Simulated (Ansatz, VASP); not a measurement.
Two plane-wave programs on Pt

The input INCAR:

```
PREC = Accurate ; ENCUT = 520
EDIFF = 1E-6 ; ISMEAR = 0
SIGMA = 0.15 ; LREAL = F
LASPH = T ; NELM = 60
ALGO = Fast ; ISIF = 2
LWAVE = F ; LCHARG = F
GGA = CA ; NBANDS = 11
```

File KPOINTS:

```
regular mesh
0
Gamma
  20 20 20
```

File POSCAR:

```
Pt
1.0
    0.0000000000      1.9468328700      1.8446241443
    1.8932949661      0.0000000000      1.8446241443
    1.8932949661      1.9468328700      0.0000000000
Pt
1
Direct
    0.0000000000      0.0000000000      0.0000000000
```

Input for Ansatz:

```yaml
crystal:
  lattice:
    - [0.0, 1.94683287, 1.8446241443]
    - [1.8932949661, 0.0, 1.8446241443]
    - [1.8932949661, 1.94683287, 0.0]
  atoms:
    - { symbol: Pt, position: [0.0, 0.0, 0.0] }
basis:
  ecutwfc: 420
kpoints:
  mp_grid: { grid: [20, 20, 20] }
hamiltonian:
  xc: lda
scf:
  occupations: { method: gaussian, width: 0.15 }
output:
  forces: true
  stress: true
  eigenvalues: true
```

Change from the starting cell: normal strain along x -0.0275, normal strain along z -0.0525.

Alike in both runs: task single point; functional LDA; k mesh 20 × 20 × 20; occupations gaussian, width 0.15 eV; no spin polarisation.

|  | VASP | Ansatz |
| --- | --- | --- |
| version | VASP 6.6.1 | Ansatz 0.2.0 |
| potentials or method | VASP PAW LDA potentials, release 64 (Pt), cutoff 520 eV | scalar-relativistic, plane waves, PAW |
| valence electrons in the cell | 10 | 18 |

|  | VASP | Ansatz | Ansatz less VASP |
| --- | --- | --- | --- |
| gap on the k mesh at the Fermi level (eV) | none | none | - |
| pressure (GPa) | 32.9 | 31.7 | -1.20 |
| traceless stress, the component that is largest in VASP (GPa) | -4.65 | -4.64 | +0.004 |

LDA's correlation is that of Perdew and Zunger in VASP and of Perdew and Wang (1992) in Ansatz. A gap of «none» marks a metal or a gap that the smearing closes. Both programs put the cell under a high pressure, so it lies far from rest at this level. VASP's potentials hold 10 valence electrons a cell and Ansatz's 18, so a difference there can come from the potentials and not from the codes.

Spin-orbit coupling is off throughout.
